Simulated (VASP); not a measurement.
# BiPbCl5 (P4/mmm) in VASP: a series of runs

BiPbCl5 is run at these levels: PBE; tasks: single point.

Everything below comes from runs of VASP 6.6.1. Logs are shortened: lines on timing, memory, paths and dates and some standing lists are left out, and cuts for length are marked.

## Step 1: The cell of the first run

The structure is tetragonal, space group P4/mmm (No. 123). Conventional cell: a = 4.653 Å, b = 4.653 Å, c = 8.467 Å, α = 90.00°, β = 90.00°, γ = 90.00°. Within 3.8 Å of Bi (site symmetry 4/mmm) lie 8 Cl at 2.87 Å. Within 4.3 Å of Pb (site symmetry 4/mmm) lie 12 Cl at 3.29 to 3.46 Å. Cl (site symmetry 2mm) has 2 Bi at 2.87 Å and 7 Cl at 3.29 to 3.46 Å and 2 Pb at 3.46 Å within 3.8 Å. Within 4.3 Å of Cl (site symmetry 4/mmm) lie 4 Pb at 3.29 Å and 8 Cl at 3.46 Å and 2 Bi at 4.23 Å.

The cell was generated, and may not be a known phase.

## Step 2: Single point, PBE

INCAR reads:

```
PREC     = Accurate       # precision mode
ENCUT    = 520            # plane-wave cutoff, eV
EDIFF    = 1E-6           # SCF threshold, eV
ISMEAR   = 0              # smearing method
SIGMA    = 0.1            # smearing width, eV
LREAL    = False          # projectors in reciprocal space
LASPH    = True           # aspherical terms in the spheres
NELM     = 100            # most SCF steps
ALGO     = Normal         # electronic algorithm
ISIF     = 2              # what is computed and relaxed
LWAVE    = False          # write WAVECAR
LCHARG   = False          # write CHGCAR
GGA      = PE             # functional
NBANDS   = 41             # bands
```

KPOINTS reads:

```
regular mesh
0
Gamma
  4 4 2
```

POSCAR reads:

```
BiPbCl5
1.0
    4.6529520900      0.0000000000      0.0000000000
    0.0000000000      4.6529520900      0.0000000000
    0.0000000000      0.0000000000      8.4669765000
Bi Pb Cl
1 1 5
Direct
    0.0000000000      0.0000000000      0.5000000000
    0.5000000000      0.5000000000      0.0000000000
    0.0000000000      0.5000000000      0.3017445800
    0.0000000000      0.5000000000      0.6982554200
    0.5000000000      0.0000000000      0.3017445800
    0.5000000000      0.0000000000      0.6982554200
    0.0000000000      0.0000000000      0.0000000000
```

Potentials or basis: VASP PAW PBE potentials, release 64 (Bi_d, Pb_d, Cl).

Started as:

```sh
$ cat potpaw_PBE.64/Bi_d/POTCAR potpaw_PBE.64/Pb_d/POTCAR potpaw_PBE.64/Cl/POTCAR > POTCAR
$ mpirun -np 1 vasp_std > vasp.out
```

OUTCAR:

```text
PREC = Accurate
   ENCUT = 520
   EDIFF = 1E-6
   ISMEAR = 0
   LREAL = False
   LASPH = True
   NELM = 100
   ISIF = 2
   GGA = PE

 ion  position               nearest neighbor table
   1  0.000  0.000  0.500-   3 2.87   4 2.87   5 2.87   6 2.87   3 2.87   4 2.87   5 2.87   6 2.87

   2  0.500  0.500  0.000-   7 3.29   7 3.29   7 3.29   7 3.29
   3  0.000  0.500  0.302-   1 2.87   1 2.87
   4  0.000  0.500  0.698-   1 2.87   1 2.87
   5  0.500  0.000  0.302-   1 2.87   1 2.87
   6  0.500  0.000  0.698-   1 2.87   1 2.87
   7  0.000  0.000  0.000-   2 3.29   2 3.29   2 3.29   2 3.29

  LATTYP: Found a simple tetragonal cell.
 ALAT       =     4.6529520900
 C/A-ratio  =     1.8196999101

  Lattice vectors:

 A1 = (   4.6529520900,   0.0000000000,   0.0000000000)
 A2 = (   0.0000000000,   4.6529520900,   0.0000000000)
 A3 = (   0.0000000000,   0.0000000000,   8.4669765000)

Analysis of symmetry for initial positions (statically):
=====================================================================
 Subroutine PRICEL returns:
 Original cell was already a primitive cell.

 Routine SETGRP: Setting up the symmetry group for a
 simple tetragonal supercell.

 Subroutine GETGRP returns: Found 16 space group operations
 (whereof 16 operations were pure point group operations)
 out of a pool of 16 trial point group operations.

The static configuration has the point symmetry D_4h.

Analysis of symmetry for dynamics (positions and initial velocities):
=====================================================================
 Subroutine PRICEL returns:
 Original cell was already a primitive cell.

 Routine SETGRP: Setting up the symmetry group for a
 simple tetragonal supercell.

 Subroutine GETGRP returns: Found 16 space group operations
 (whereof 16 operations were pure point group operations)
 out of a pool of 16 trial point group operations.

The dynamic configuration has the point symmetry D_4h.

 Subroutine INISYM returns: Found 16 space group operations
 (whereof 16 operations are pure point group operations),
 and found     1 'primitive' translations

----------------------------------------------------------------------------------------

                                     Primitive cell

  volume of cell :     183.3097

  direct lattice vectors                    reciprocal lattice vectors
     4.652952090  0.000000000  0.000000000     0.214917321  0.000000000  0.000000000
     0.000000000  4.652952090  0.000000000     0.000000000  0.214917321  0.000000000
     0.000000000  0.000000000  8.466976500     0.000000000  0.000000000  0.118105914

  length of vectors
     4.652952090  4.652952090  8.466976500     0.214917321  0.214917321  0.118105914

  position of ions in fractional coordinates (direct lattice)
     0.000000000  0.000000000  0.500000000
     0.500000000  0.500000000  0.000000000
     0.000000000  0.500000000  0.301744580
     0.000000000  0.500000000  0.698255420
     0.500000000  0.000000000  0.301744580
     0.500000000  0.000000000  0.698255420
     0.000000000  0.000000000  0.000000000

  ion indices of the primitive-cell ions
   primitive index   ion index
                 1           1
                 2           2
                 3           3
                 4           4
                 5           5
                 6           6
                 7           7

----------------------------------------------------------------------------------------

 KPOINTS: regular mesh

Automatic generation of k-mesh.
 Grid dimensions read from file:
 generate k-points for:    4    4    2

 Generating k-lattice:

  Cartesian coordinates                     Fractional coordinates (reciprocal lattice)
     0.053729330  0.000000000  0.000000000     0.250000000  0.000000000  0.000000000
     0.000000000  0.053729330  0.000000000     0.000000000  0.250000000  0.000000000
     0.000000000  0.000000000  0.059052957     0.000000000  0.000000000  0.500000000

  Length of vectors
     0.053729330  0.053729330  0.059052957

  Shift w.r.t. Gamma in fractional coordinates (k-lattice)
     0.000000000  0.000000000  0.000000000

 Subroutine IBZKPT returns following result:
 ===========================================

 Found     12 irreducible k-points:

 Following reciprocal coordinates:
            Coordinates               Weight
  0.000000  0.000000  0.000000      1.000000
  0.250000  0.000000  0.000000      4.000000
  0.500000  0.000000  0.000000      2.000000
  0.250000  0.250000  0.000000      4.000000
  0.500000  0.250000  0.000000      4.000000
  0.500000  0.500000  0.000000      1.000000
  0.000000  0.000000  0.500000      1.000000
  0.250000  0.000000  0.500000      4.000000
  0.500000  0.000000  0.500000      2.000000
  0.250000  0.250000  0.500000      4.000000
  0.500000  0.250000  0.500000      4.000000
  0.500000  0.500000  0.500000      1.000000
   k-points           NKPTS =     12   k-points in BZ     NKDIM =     12   number of bands    NBANDS=     41
   number of dos      NEDOS =    301   number of ions     NIONS =      7
   total plane-waves  NPLWV =  82944
   dimension x,y,z NGX =    36 NGY =   36 NGZ =   64
   dimension x,y,z NGXF=    72 NGYF=   72 NGZF=  128
   ions per type =               1   1   5
   NGX,Y,Z   is equivalent  to a cutoff of  12.86, 12.86, 12.57 a.u.
   NGXF,Y,Z  is equivalent  to a cutoff of  25.72, 25.72, 25.13 a.u.
 SYSTEM =  unknown system
   PREC   = accura    normal or accurate (medium, high low for compatibility)
   ISTART =      0    job   : 0-new  1-cont  2-samecut
   ICHARG =      2    charge: 1-file 2-atom 10-const
   ISPIN  =      1    spin polarized calculation?
   LNONCOLLINEAR =      F non collinear calculations
   LSORBIT =      F    spin-orbit coupling
   LASPH  =      T    aspherical Exc in radial PAW
   ENCUT  =  520.0 eV  38.22 Ry    6.18 a.u.   8.65  8.65 15.74*2*pi/ulx,y,z
   NELM   =    100;   NELMIN=  2; NELMDL= -5     # of ELM steps
   EDIFF  = 0.1E-05   stopping-criterion for ELM
   LREAL  =      F    real-space projection
   EDIFFG = 0.1E-04   stopping-criterion for IOM
   NSW    =      0    number of steps for IOM
   IBRION =     -1    ionic relax: 0-MD 1-quasi-New 2-CG
   NFREE  =      0    steps in history (QN), initial steepest desc. (CG)
   ISIF   =      2    stress and relaxation
   ISYM   =      2    0-nonsym 1-usesym 2-fastsym
   POTIM  = 0.5000    time-step for ionic-motion
   TEBEG  =    0.0;   TEEND  =   0.0 temperature during run
   PSTRESS=    0.0 pullay stress
   NELECT =      64.0000    total number of electrons
   NUPDOWN=      -1.0000    fix difference up-down
   EMIN   =  10.00;   EMAX   =-10.00  energy-range for DOS
   EFERMI =   0.00;   METHOD = LEGACY
   ISMEAR =     0;   SIGMA  =   0.10  broadening in eV -4-tet -1-fermi 0-gaus
   EFERMI_NEDOS =   21; number of points for ismear=-14 and -15
   IALGO  =     38    algorithm
   IMIX   =      4    mixing-type and parameters
     AMIX     =   0.40;   BMIX     =  1.00
     AMIX_MAG =   1.60;   BMIX_MAG =  1.00
  volume/ion in A,a.u.               =      26.19       176.72
  Fermi-wavevector in a.u.,A,eV,Ry     =   1.152762  2.178404 18.080241  1.328860
  Thomas-Fermi vector in A             =   2.289411
   LORBIT       =      0    0 simple, 1 ext, 2 COOP (PROOUT), +10 PAW based schemes
   GGA     = PE    functional components
   LHFCALC =     F    Hartree Fock is set to
   AEXX    =    0.0000 exact exchange contribution
   IVDW    =     0    specifies the selected vdW correction
   LEPSILON=     F    determine dielectric tensor
   LRPA    =     F    only Hartree local field effects (RPA)
 non-spin polarized calculation
 Gauss-broadening in eV      SIGMA  =   0.10
  energy-cutoff  :      520.00
  volume of cell :      183.31
 maximum number of plane-waves:      4992
 NGX is ok and might be reduce to    36
   NGX = 17   NGY = 17   NGZ = 31

 number of electron      63.9999999 magnetization

 Free energy of the ion-electron system (eV)
  ---------------------------------------------------
  ext. energy  EPLUGINS =         0.00000000
  ---------------------------------------------------
  free energy    TOTEN  =       -22.75803675 eV

  energy without entropy =      -22.75803675  energy(sigma->0) =      -22.75803675

 E-fermi :   3.2701     XC(G=0):  -9.0893

 val. band max:        2.8238006335   @ k =   0.5000   0.5000   0.5000
 cond. band min:       4.8721216538   @ k =   0.0000   0.0000   0.5000
 fundamental gap:      2.0483210203
 Fermi energy:         3.2700855242

 k-point     1 :       0.0000    0.0000    0.0000
  band No.  band energies     occupation
      1     -19.8247      2.00000
      2     -19.8118      2.00000
      3     -19.8099      2.00000
      4     -19.8062      2.00000
      5     -19.8062      2.00000
      6     -14.0155      2.00000
[... 33 lines left out ...]
     40       9.9756      0.00000
     41      10.7586      0.00000

 k-point     2 :       0.2500    0.0000    0.0000
  band No.  band energies     occupation
      1     -19.8200      2.00000
      2     -19.8112      2.00000
      3     -19.8106      2.00000
      4     -19.8106      2.00000
      5     -19.8061      2.00000
      6     -14.0114      2.00000
[... 33 lines left out ...]
     40      11.0857      0.00000
     41      11.7048      0.00000

 k-point     3 :       0.5000    0.0000    0.0000
  band No.  band energies     occupation
      1     -19.8164      2.00000
      2     -19.8161      2.00000
      3     -19.8114      2.00000
      4     -19.8082      2.00000
      5     -19.8060      2.00000
      6     -14.0079      2.00000
[... 347 lines left out ...]
      2     -19.8121      2.00000
      3     -19.8110      2.00000
      4     -19.8109      2.00000
      5     -19.8076      2.00000
      6     -14.0055      2.00000
[... 33 lines left out ...]
     40      11.9785      0.00000
     41      12.2412      0.00000

 k-point    12 :       0.5000    0.5000    0.5000
  band No.  band energies     occupation
      1     -19.8158      2.00000
      2     -19.8158      2.00000
      3     -19.8129      2.00000
      4     -19.8083      2.00000
      5     -19.8042      2.00000
      6     -14.0051      2.00000
[... 33 lines left out ...]
     40      12.2952      0.00000
     41      12.6366      0.00000

------------------------ aborting loop because EDIFF is reached ----------------------------------------

  FORCE on cell =-STRESS in cart. coord.  units (eV):
  Direction    XX          YY          ZZ          XY          YZ          ZX
  --------------------------------------------------------------------------------------
  -------------------------------------------------------------------------------------
  Total        0.0205509      0.0205509     -1.9451463      0.0000000      0.0000000     -0.0000000
  in kB        0.1796208      0.1796208    -17.0011121      0.0000000      0.0000000     -0.0000000
  external PRESSURE =      -5.5472902 kB  Pullay stress =       0.0000000 kB

 VOLUME and BASIS-vectors are now :
 -----------------------------------------------------------------------------
  energy-cutoff  :      520.00
  volume of cell :      183.31
      direct lattice vectors                 reciprocal lattice vectors
     4.652952090  0.000000000  0.000000000     0.214917321  0.000000000  0.000000000
     0.000000000  4.652952090  0.000000000     0.000000000  0.214917321  0.000000000
     0.000000000  0.000000000  8.466976500     0.000000000  0.000000000  0.118105914

 POSITION                                       TOTAL-FORCE (eV/Angst)
 -----------------------------------------------------------------------------------
      0.00000      0.00000      4.23349        -0.000000      0.000000      0.000000
      2.32648      2.32648      0.00000        -0.000000      0.000000      0.000000
      0.00000      2.32648      2.55486         0.000000      0.000000     -0.085442
      0.00000      2.32648      5.91211        -0.000000     -0.000000      0.085442
      2.32648      0.00000      2.55486         0.000000     -0.000000     -0.085442
      2.32648      0.00000      5.91211        -0.000000     -0.000000      0.085442
      0.00000      0.00000      0.00000        -0.000000      0.000000      0.000000
 -----------------------------------------------------------------------------------
    total drift:                                0.000000      0.000000      0.000000

  FREE ENERGIE OF THE ION-ELECTRON SYSTEM (eV)
  ---------------------------------------------------
  free  energy   TOTEN  =       -22.7580367530 eV

  energy  without entropy=      -22.7580367530  energy(sigma->0) =      -22.75803675
```

Wall time 92 s (1 thread of Intel Xeon Platinum 8259CL at 2.50GHz (Skylake/Cascade Lake), shared host); peak memory 0.31 GiB.

What came out:

* Free energy: -22.7580 eV
* Pressure: -0.6 GPa
* Largest force: 0.085 eV/Å
* Band gap on the k mesh: 2.05 eV (least direct gap 2.48 eV)

Forces in eV/Å, atoms in the order of the input:
```
Bi   0.000  0.000  0.000
Pb   0.000  0.000  0.000
Cl   0.000  0.000 -0.085
Cl   0.000  0.000  0.085
Cl   0.000  0.000 -0.085
Cl   0.000  0.000  0.085
Cl   0.000  0.000  0.000
```

Caveat: spin-orbit coupling is left out, which moves the levels of the heavy elements.

## Step 3: Single point, PBE

This run uses another cell than the first one, of 25.50 Å³/atom.

INCAR reads:

```
SYSTEM = BiPbCl5
ALGO = Normal ; EDIFF = 1E-6
ENCUT = 520 ; GGA = PE
ISIF = 2 ; ISMEAR = 0
LASPH = .True. ; LCHARG = .False.
LREAL = .False. ; LWAVE = .False.
NBANDS = 41 ; NELM = 80
PREC = Accurate ; SIGMA = 0.02
```

KPOINTS reads:

```
k-points
0
Gamma
  6 6 4
  0 0 0
```

POSCAR reads:

```
BiPbCl5
1.0
    4.7071860124      0.0000000000      0.0000000000
    0.0000000000      4.7071860124      0.0000000000
    0.0000000000      0.0000000000      8.0551265655
Bi Pb Cl
1 1 5
Direct
    0.0000000000      0.0000000000      0.5000000000
    0.5000000000      0.5000000000      0.0000000000
    0.0000000000      0.5000000000      0.2947768798
    0.0000000000      0.5000000000      0.7052231202
    0.5000000000      0.0000000000      0.2947768798
    0.5000000000      0.0000000000      0.7052231202
    0.0000000000      0.0000000000      0.0000000000
```

Potentials or basis: VASP PAW PBE potentials, release 64 (Bi_d, Pb_d, Cl).

Started as:

```sh
$ cat potpaw_PBE.64/Bi_d/POTCAR potpaw_PBE.64/Pb_d/POTCAR potpaw_PBE.64/Cl/POTCAR > POTCAR
$ mpirun -np 1 vasp_std > vasp.out
```

Run time: 2.8 min. Hardware: 1 thread of Intel Xeon Platinum 8259CL at 2.50GHz (Skylake/Cascade Lake), shared host; peak memory 0.37 GiB.

Results (log left out):

* Free energy: -22.8219 eV
* Pressure: -0.1 GPa
* Band gap on the k mesh: 1.81 eV (least direct gap 2.13 eV)

Levels at points of the mesh, in eV from the valence-band top:
```tsv
k point	band 28	band 29	band 30	band 31	band 32	band 33	band 34	band 35	band 36	band 37
(0.00, 0.00, 0.00)	-1.22	-1.16	-0.81	-0.81	-0.78	2.30	3.22	3.27	3.27	4.46
(0.50, 0.00, 0.00)	-1.55	-1.21	-0.99	-0.85	-0.12	2.60	3.06	3.56	3.75	3.75
(0.50, 0.50, 0.00)	-0.96	-0.85	-0.66	-0.48	-0.34	3.21	3.21	3.60	4.59	4.59
(0.00, 0.00, 0.50)	-1.17	-1.17	-0.87	-0.87	-0.32	1.81	2.85	3.21	3.21	4.27
(0.50, 0.00, 0.50)	-1.35	-1.07	-0.92	-0.38	-0.24	2.97	3.15	3.40	3.51	3.71
(0.50, 0.50, 0.50)	-0.49	-0.46	-0.46	-0.33	0.00	3.17	3.36	3.36	4.35	4.35
```

Caveat: spin-orbit coupling is left out, which moves the levels of the heavy elements. A k mesh can miss the band edges.
